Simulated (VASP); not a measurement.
Write the native input for VASP 6.6.1 that does the following.

```
Task                   : relaxation of cell and atoms
Functional             : PBE
Dispersion             : D3(BJ)
Potentials or basis    : VASP PAW PBE potentials, release 64 (Mo_sv)
Cutoff                 : 600 eV
k mesh                 : 10 × 10 × 10
Occupations            : gaussian, width 0.1 eV
Spin                   : no spin polarisation
Dipole correction      : no
Further INCAR settings : ALGO = Normal; EDIFF = 1e-07; IBRION = 2; EDIFFG = -0.01; NSW = 80; ISIF = 3
```

The structure of Mo lies in POSCAR:

```
Mo
1.0
    2.5800000000      0.0000000000      0.0000000000
    0.0000000000      2.5800000000      0.0000000000
    0.0000000000      0.0000000000      2.5800000000
Mo
1
Direct
    0.0000000000      0.0000000000      0.0000000000
```

This isn't the form of Mo at room conditions, which is bcc.

These files were run (other wordings do the same):

INCAR

```
SYSTEM = Mo
ALGO = Normal
EDIFF = 1E-7
EDIFFG = -0.01
ENCUT = 600
GGA = PE
IBRION = 2
ISIF = 3
ISMEAR = 0
IVDW = 12
LASPH = .TRUE.
LCHARG = .FALSE.
LREAL = .FALSE.
LWAVE = .FALSE.
NELM = 100
NSW = 80
PREC = Accurate
SIGMA = 0.1
```

KPOINTS

```
k-points
0
G
  10 10 10
  0 0 0
```

Potentials or basis: VASP PAW PBE potentials, release 64 (Mo_sv).

Launch:

```console
$ cat potpaw_PBE.64/Mo_sv/POTCAR > POTCAR
$ mpirun -np 1 vasp_std > vasp.out
```

It gave:

```yaml
Relaxed_volume: 17.15 Å³/atom
Relaxed_cell: a = 2.579 Å, b = 2.579 Å, c = 2.579 Å, α = 90.00°, β = 90.00°, γ = 90.00°
Space_group_after_relaxing_to_0.1_Å: Pm-3m (No. 221)
Energy_gained_by_relaxing: 0.0 meV/atom
Ionic_steps: 3
Pressure_after_relaxing: 0.0 GPa
Band_gap_on_the_k_mesh: zero (bands 7 and 8 overlap by 2.51 eV)
Dispersion_energy_per_atom: -0.651 eV
```

Wall time 14 s on 1 thread of Intel(R) Xeon(R) Platinum 8259CL CPU @ 2.50GHz (Skylake/Cascade Lake), with other jobs on the host, peak memory 0.16 GiB.
